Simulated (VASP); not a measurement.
Write the native input for VASP 6.6.1 that does the following.

```yaml
Task: single point
Functional: PBEsol
Potentials_or_basis: VASP PAW PBE potentials, release 64 (Br, Ge_d)
Cutoff: 520 eV
k_mesh: 3 × 3 × 3
Occupations: fermi-dirac, width 0.1 eV
Spin: no spin polarisation
Dipole_correction: no
Further_INCAR_settings: ALGO = Normal; EDIFF = 1e-07; NBANDS = 45
```

The structure of GeBr3 lies in POSCAR:

```
GeBr3
1.0
   -0.0187920000      7.3387780000      0.0680170000
    6.3946800000     -3.6857660000     -0.0077740000
   -2.0236950000      3.6176770000     -6.0822440000
Br Ge
6 2
Direct
    0.7522432779      0.9963267557      0.9849466557
    0.2355123467     -0.0009062014      0.0253370118
    0.2857927039      0.1528511564      0.5509138564
    0.7262662733      0.8215259838      0.4351252449
    0.1783488500      0.5547206422      0.2085277005
    0.8096508633      0.4600274798      0.8160293749
    0.3534711758      0.9171900680      0.2050499476
    0.6500580476      0.0796599495      0.7749562040
```

One way to write it, as run:

INCAR

```
ALGO = Normal
EDIFF = 1E-7
ENCUT = 520
GGA = PS
ISIF = 2
ISMEAR = -1
LASPH = True
LCHARG = True
LELF = True
LREAL = False
LVHAR = True
LWAVE = False
NBANDS = 45
NELM = 100
PREC = Accurate
SIGMA = 0.1
```

KPOINTS

```
k-points
0
Gamma
  3 3 3
```

Potentials or basis: VASP PAW PBE potentials, release 64 (Br, Ge_d).

The run is started by

```bash
$ cat potpaw_PBE.64/Br/POTCAR potpaw_PBE.64/Ge_d/POTCAR > POTCAR
$ mpirun -np 1 vasp_std > vasp.out
```

It gave:

- Pressure: 3.6 GPa
- Largest force: 2.006 eV/Å
- Band gap on the k mesh: zero (band 35 reaches 1.04 eV, above the bottom of band 36 at 0.67 eV)

Caveat: the PAW data sets were made with another functional, which shifts forces and pressure a little.

Wall time 3.8 min on 1 thread of Intel(R) Xeon(R) Platinum 8559C (Emerald Rapids), on a shared host, peak memory 0.48 GiB.
